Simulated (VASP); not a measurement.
Runs of VASP 6.6.1 on B. The structure is that of space group Im-3m (No. 229), or close to it. The cells are those of the table. 

```csv
task,cell,k mesh,cutoff (eV),gap on the mesh (eV),pressure (GPa)
single point,"a = 4.683 Å, angles 109.5°, 8 atoms",6 × 6 × 6,520,none,0.2
relaxation of cell and atoms,"relaxed from a = 4.552 Å, angles 109.5°, 8 atoms",6 × 6 × 6,600,none,-0.1
single point,"a = 4.552 Å, angles 109.5°, 8 atoms",6 × 6 × 6,520,none,14.3
relaxation of cell and atoms,"relaxed from a = 4.683 Å, angles 109.5°, 8 atoms",10 × 10 × 10,600,none,0.1
single point,"a = 4.685 Å, angles 109.5°, 8 atoms",10 × 10 × 10,520,none,(a)
```

Alike in all rows: level PBE; potentials or basis VASP PAW PBE potentials, release 64 (B); no spin polarisation; smearing gaussian 0.1 eV.

Q: Estimate the missing entries.

A: (a) 0.0.

Caveats: the relaxation stopped at its first step, so nothing moved (some runs).

A gap of «none» marks levels without a gap at the run's occupations.
